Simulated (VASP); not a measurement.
Runs of VASP 6.6.1 on B2SbAs. The structure is that of space group Pm (No. 6), or close to it. The cells are those of the table. 

```tsv
potentials or basis	cell	k mesh	second run	gap on the mesh (eV)	largest force (eV/Å)
VASP PAW PBE potentials, release 64 (B, Sb, As)	a = 3.376, b = 4.231, c = 28.297 Å, 4 atoms	14 × 12 × 1	-	none	0.08
VASP PAW PBE potentials, release 64 (B, Sb, As)	a = 3.071, b = 4.066, c = 17.000 Å, 4 atoms	6 × 4 × 1	-	none	(a)
VASP PAW PBE potentials, release 64 (B, Sb_d_GW, As_d)	a = 3.365, b = 4.228, c = 28.297 Å, 4 atoms	14 × 12 × 1	valence_matched	none	0.05
VASP PAW PBE potentials, release 64 (B, Sb, As)	a = 3.365, b = 4.228, c = 28.297 Å, 4 atoms	14 × 12 × 1	-	none	0.07
```

Alike in all rows: task single point; level PBE; no spin polarisation; cutoff (eV) 520; smearing gaussian 0.1 eV.

Estimate the missing entries.

(a) 4.87.

Caveats: some runs use coarse meshes; spin-orbit coupling is left out, which moves the levels of the heavy elements.

A k mesh can miss the band edges, and the runs leave out spin-orbit coupling on As, Sb.

A gap of «none» marks levels without a gap at the run's occupations.

The runs don't all hold the same shells in valence.
